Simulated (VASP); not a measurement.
Set up this calculation in VASP 6.6.1, as the native input.

```yaml
Task: single point
Functional: PBE
Potentials_or_basis: VASP PAW PBE potentials, release 64 (S, Br, Na_pv)
Cutoff: 520 eV
k_mesh: 6 × 6 × 6
Occupations: gaussian, width 0.02 eV
Spin: no spin polarisation
Dipole_correction: no
Further_INCAR_settings: ALGO = Normal; EDIFF = 1e-06; NBANDS = 25
```

The structure of Na3SBr lies in POSCAR:

```
Na3SBr
1.0
    5.2415000000      0.0000000000      0.0000000000
    0.0000000000      5.2415000000      0.0000000000
    0.0000000000      0.0000000000      5.2415000000
S Br Na
1 1 3
Direct
    0.0000000000      0.0000000000      0.0000000000
    0.5000000000      0.5000000000      0.5000000000
    0.5000000000      0.5000000000      0.0000000000
    0.5000000000      0.0000000000      0.5000000000
    0.0000000000      0.5000000000      0.5000000000
```

This cell differs from its parent crystal: volume scaled by 1.000 of the coarse rest volume.

The input as run:

INCAR

```
PREC = Accurate ; ENCUT = 520
EDIFF = 1E-6 ; ISMEAR = 0
SIGMA = 0.02 ; LREAL = False
LASPH = True ; NELM = 80
ALGO = Normal ; ISIF = 2
LWAVE = False ; LCHARG = False
GGA = PE ; NBANDS = 25
```

KPOINTS

```
regular mesh
0
Gamma
  6 6 6
```

Potentials or basis: VASP PAW PBE potentials, release 64 (S, Br, Na_pv).

Launch:

```bash
$ cat potpaw_PBE.64/S/POTCAR potpaw_PBE.64/Br/POTCAR potpaw_PBE.64/Na_pv/POTCAR > POTCAR
$ mpirun -np 1 vasp_std > vasp.out
```

Results of the run:

The pressure is 0.3 GPa. The band gap on the k mesh is 1.05 eV, indirect (least direct gap 1.10 eV).

Run time: 42 s on 1 thread of Intel(R) Xeon(R) Platinum 8375C CPU @ 2.90GHz (Ice Lake) (shared host), peak memory 0.26 GiB.
